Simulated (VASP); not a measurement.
The system is Al.

```xyz
1
Lattice="2.7561 0.0000 0.0000 -0.9187 2.5984 0.0000 -0.9187 -1.2992 2.2503" Properties=species:S:1:pos:R:3 pbc="T T T"
Al    0.0000    0.0000    0.0000
```

Base run:

```yaml
Program: VASP 6.6.1
Functional: PBEsol
Potentials_or_basis: VASP PAW PBE potentials, release 64 (Al)
Cutoff: 520 eV
k_mesh: 12 × 12 × 12
Occupations: methfessel-paxton, width 0.1 eV
Spin: no spin polarisation
```

Its results: pressure 2.3 GPa.

Question: The run is repeated on the same cell with these changes: k mesh from 12 × 12 × 12 to 6 × 6 × 6. What comes out?

Answer: Pressure 2.8 GPa.

Caveats: some runs use coarse meshes; the PAW data sets were made with another functional, which shifts forces and pressure a little.
